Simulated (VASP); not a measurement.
Input of a VASP 6.6.1 run:

The input INCAR:

```
SYSTEM = Se
PREC     = Accurate       ! precision mode
ENCUT    = 500            ! plane-wave cutoff, eV
EDIFF    = 1E-6           ! SCF threshold, eV
ISMEAR   = 1              ! smearing method
SIGMA    = 0.2            ! smearing width, eV
LREAL    = .FALSE.        ! projectors in reciprocal space
LASPH    = .TRUE.         ! aspherical terms in the spheres
NELM     = 120            ! most SCF steps
ALGO     = Normal         ! electronic algorithm
ISIF     = 2              ! what is computed and relaxed
LWAVE    = .FALSE.        ! write WAVECAR
LCHARG   = .FALSE.        ! write CHGCAR
GGA      = RP             ! functional
NBANDS   = 9              ! bands
GGA_COMPAT= .FALSE.
```

KPOINTS

```
Automatic mesh
0
G
  6 6 6
  0 0 0
```

File POSCAR:

```
Se
1.0
    2.3912690000      0.0000000000      0.0000000000
   -0.7080256539      2.2840462132      0.0000000000
   -0.7080256539     -0.9607424365      2.0721585544
Se
1
Direct
    0.0000000000      0.0000000000      0.0000000000
```

Potentials or basis: VASP PAW PBE potentials, release 64 (Se).

Launch:

```sh
$ cat potpaw_PBE.64/Se/POTCAR > POTCAR
$ mpirun -np 1 vasp_std > vasp.out
```

**Question.** Predict the pressure.

**Answer.** 158.6 GPa.

**Question.** Predict the band gap on the k mesh.

**Answer.** Zero (band 3 reaches 22.78 eV, above the bottom of band 4 at 10.05 eV).

Stress tensor (GPa, compression positive):
```
157.42   1.12   1.75
  1.12 158.11   2.38
  1.75   2.38 160.32
```

Caveat: the k points lie up to 0.51 Å⁻¹ apart; the PAW data sets were made with another functional, which shifts forces and pressure a little.
